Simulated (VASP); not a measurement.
Set up this calculation in VASP 6.6.1, as the native input.

```
Task                   : single point
Functional             : PBEsol
Potentials or basis    : VASP PAW PBE potentials, release 64 (Te, Pb_d)
Cutoff                 : 520 eV
k mesh                 : 6 × 6 × 6
Occupations            : gaussian, width 0.01 eV
Spin                   : no spin polarisation
Dipole correction      : no
Further INCAR settings : ALGO = Normal; EDIFF = 1e-07; NBANDS = 17
```

The structure of TePb lies in POSCAR:

```
TePb
1.0
    0.0000000000      3.2213337944      3.2213337944
    3.2213337944      0.0000000000      3.2213337944
    3.2213337944      3.2213337944      0.0000000000
Te Pb
1 1
Direct
    0.4984478479      0.4984478479      0.4984478479
    0.0000000000      0.0000000000      0.0000000000
```

This cell differs from its parent crystal: -0.01, -0.01] A.

The input as run:

INCAR

```
ALGO = Normal ; EDIFF = 1E-7
ENCUT = 520 ; GGA = PS
ISIF = 2 ; ISMEAR = 0
LASPH = T ; LCHARG = F
LREAL = F ; LWAVE = F
NBANDS = 17 ; NELM = 80
PREC = Accurate ; SIGMA = 0.01
```

KPOINTS

```
k-points
0
Gamma
  6 6 6
```

Potentials or basis: VASP PAW PBE potentials, release 64 (Te, Pb_d).

Run with:

```bash
$ cat potpaw_PBE.64/Te/POTCAR potpaw_PBE.64/Pb_d/POTCAR > POTCAR
$ mpirun -np 1 vasp_std > vasp.out
```

Results of the run:

* Pressure: 0.0 GPa
* Largest force: 0.006 eV/Å
* Band gap on the k mesh: 0.65 eV

Caveat: the cell differs from its parent crystal (-0.01, -0.01] A); the PAW data sets were made with another functional, which shifts forces and pressure a little; spin-orbit coupling is left out, which moves the levels of the heavy elements.

It took 49 s on 1 thread of Intel Xeon 8259CL, with other jobs on the host, peak memory 0.22 GiB.
